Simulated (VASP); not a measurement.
Write the native input for VASP 6.6.1 that does the following.

* Task: relaxation of cell and atoms
* Functional: PBEsol
* Potentials or basis: VASP PAW PBE potentials, release 64 (Ca_sv, Mg, F)
* Cutoff: 600 eV
* k mesh: 6 × 6 × 4
* Occupations: fermi-dirac, width 0.03 eV
* Spin: no spin polarisation
* Dipole correction: no
* Further INCAR settings: ALGO = Normal; EDIFF = 1e-06; IBRION = 2; EDIFFG = -0.01; NSW = 100; ISIF = 3

The structure of CaMgF4 lies in POSCAR:

```
CaMgF4
1.0
    3.9881825400      0.0000000000      0.0000000000
    0.0000000000      3.9881825400      0.0000000000
    0.0000000000      0.0000000000      5.7394099200
Ca Mg F
1 1 4
Direct
    0.0000000000      0.0000000000      0.0000000000
    0.5000000000      0.5000000000      0.5000000000
    0.5000000000      0.0000000000      0.7327468500
    0.0000000000      0.5000000000      0.2672531500
    0.5000000000      0.0000000000      0.2672531500
    0.0000000000      0.5000000000      0.7327468500
```

The input as run:

INCAR

```
ALGO = Normal ; EDIFF = 1E-6
EDIFFG = -0.01 ; ENCUT = 600
GGA = PS ; IBRION = 2
ISIF = 3 ; ISMEAR = -1
LASPH = True ; LCHARG = False
LREAL = False ; LWAVE = False
NELM = 80 ; NSW = 100
PREC = Accurate ; SIGMA = 0.03
```

KPOINTS

```
k-points
0
Gamma
  6 6 4
```

Potentials or basis: VASP PAW PBE potentials, release 64 (Ca_sv, Mg, F).

Run with:

```bash
$ cat potpaw_PBE.64/Ca_sv/POTCAR potpaw_PBE.64/Mg/POTCAR potpaw_PBE.64/F/POTCAR > POTCAR
$ mpirun -np 1 vasp_std > vasp.out
```

Results of the run:

```json
{
 "Relaxed volume": "11.64 Å³/atom",
 "Relaxed cell": "a = 3.650 Å, b = 3.650 Å, c = 5.241 Å, α = 90.00°, β = 90.00°, γ = 90.00°",
 "Space group after relaxing (to 0.05 Å)": "P4/mmm (No. 123)",
 "Energy gained by relaxing": "212.6 meV/atom",
 "Ionic steps": "7",
 "Pressure after relaxing": "0.0 GPa",
 "Band gap on the k mesh": "6.22 eV, indirect (least direct gap 6.32 eV)"
}
```

Caveat: the volume moved by over 15 % at a fixed basis, so the end points are rough; the PAW data sets were made with another functional, which shifts forces and pressure a little.

It took 5.3 min on 1 thread of Oxide Virtual Turin-like Processor, with other jobs on the host, peak memory 0.25 GiB.
